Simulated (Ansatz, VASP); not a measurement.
**BeC in VASP and in Ansatz**

INCAR

```
SYSTEM = BeC
PREC = Accurate
ENCUT = 600
EDIFF = 1E-6
ISMEAR = 0
SIGMA = 0.1
LREAL = .FALSE.
LASPH = .TRUE.
NELM = 120
ALGO = Normal
ISIF = 2
LWAVE = .FALSE.
LCHARG = .FALSE.
GGA = PE
NBANDS = 14
GGA_COMPAT = .FALSE.
```

File KPOINTS:

```
regular mesh
0
G
  9 9 4
  0 0 0
```

The input POSCAR:

```
BeC
1.0
    2.8377002500      0.0000000000      0.0000000000
   -1.4188501200      2.4575205000      0.0000000000
    0.0000000000      0.0000000000      4.6569306500
Be C
2 2
Direct
    0.3333333300      0.6666666700      0.0000000000
    0.6666666700      0.3333333300      0.5000000000
    0.3333333300      0.6666666700      0.3849999900
    0.6666666700      0.3333333300      0.8849999900
```

Input for Ansatz:

```yaml
crystal:
  lattice:
    - [2.83770025, 0.0, 0.0]
    - [-1.41885012, 2.4575205, 0.0]
    - [0.0, 0.0, 4.65693065]
  atoms:
    - { symbol: Be, position: [0.33333333, 0.66666667, 0.0] }
    - { symbol: Be, position: [0.66666667, 0.33333333, 0.5] }
    - { symbol: C, position: [0.33333333, 0.66666667, 0.38499999] }
    - { symbol: C, position: [0.66666667, 0.33333333, 0.88499999] }
basis:
  ecutwfc: 420
kpoints:
  mp_grid: { grid: [9, 9, 4] }
hamiltonian:
  xc: pbe
scf:
  occupations: { method: gaussian, width: 0.1 }
  lower_state_search: "off"
output:
  forces: true
  stress: true
  eigenvalues: true
```

Change from the starting cell: species swapped into the SiC type (P6_3mc, No. 186).

Alike in both runs: task single point; functional PBE; k mesh 9 × 9 × 4; occupations gaussian, width 0.1 eV; no spin polarisation.

|  | VASP | Ansatz |
| --- | --- | --- |
| version | VASP 6.6.1 | Ansatz 0.2.0 |
| potentials or method | VASP PAW PBE potentials, release 64 (Be, C), cutoff 600 eV | scalar-relativistic, plane waves, PAW |
| valence electrons in the cell | 12 | 12 |

```csv
,VASP,Ansatz,Ansatz less VASP
gap on the k mesh at the Fermi level (eV),none,none,-
pressure (GPa),17.9,17.8,-0.11
"traceless stress, the component that is largest in VASP (GPa)",-15.58,-15.52,+0.056
rms of the force components (eV/Å),0.115,0.117,+0.0012
```

Atom by atom the forces differ by 0.001 eV/Å (rms over components). A gap of «none» marks a metal or a gap that the smearing closes.
